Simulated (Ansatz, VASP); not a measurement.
WC: VASP beside Ansatz

INCAR

```
ALGO = Normal
EDIFF = 1E-6
EDIFFG = -0.01
ENCUT = 600
GGA = PE
IBRION = 2
ISIF = 3
ISMEAR = 0
LASPH = True
LCHARG = False
LREAL = False
LWAVE = False
NELM = 60
NSW = 100
PREC = Accurate
SIGMA = 0.1
```

Contents of KPOINTS:

```
k-points
0
Gamma
  18 18 16
```

The input POSCAR:

```
WC
1.0
    2.9209239679      0.0000000000      0.0000000000
   -1.4604619839      2.5295943587      0.0000000000
    0.0000000000      0.0000000000      2.8445438359
W C
1 1
Direct
    0.0000000000      0.0000000000      0.0000000000
    0.3333333333      0.6666666667      0.5000000000
```

Input for Ansatz:

```yaml
crystal:
  lattice:
    - [2.9209239679, 0.0, 0.0]
    - [-1.4604619839, 2.5295943587, 0.0]
    - [0.0, 0.0, 2.8445438359]
  atoms:
    - { symbol: W, position: [0.0, 0.0, 0.0] }
    - { symbol: C, position: [0.3333333333, 0.6666666667, 0.5] }
basis:
  ecutwfc: 420
kpoints:
  mp_grid: { grid: [18, 18, 16] }
hamiltonian:
  xc: pbe
scf:
  occupations: { method: gaussian, width: 0.1 }
output:
  forces: true
  stress: true
  eigenvalues: true
relax:
  adjacent_minimum: "off"
  f_tol: 0.01
  max_steps: 80
  cell: { stress_tol: 0.05 }
```

Alike in both runs: task relaxation of cell and atoms; functional PBE; k mesh 18 × 18 × 16; occupations gaussian, width 0.1 eV; no spin polarisation.

|  | VASP | Ansatz |
| --- | --- | --- |
| version | VASP 6.6.1 | Ansatz 0.2.0 |
| potentials or method | VASP PAW PBE potentials, release 64 (W_sv, C), cutoff 600 eV | scalar-relativistic, plane waves, PAW |
| valence electrons in the cell | 18 | 18 |

```csv
,VASP,Ansatz,Ansatz less VASP
"gap on the k mesh at the Fermi level, each at its own relaxed structure (eV)",none,none,-
relaxed volume (Å³/atom),10.55,10.52,-0.027
relaxed cell length with the largest relative difference (Å),2.850,2.847,-0.0026
```

A gap of «none» marks a metal or a gap that the smearing closes.

Spin-orbit coupling is off throughout.
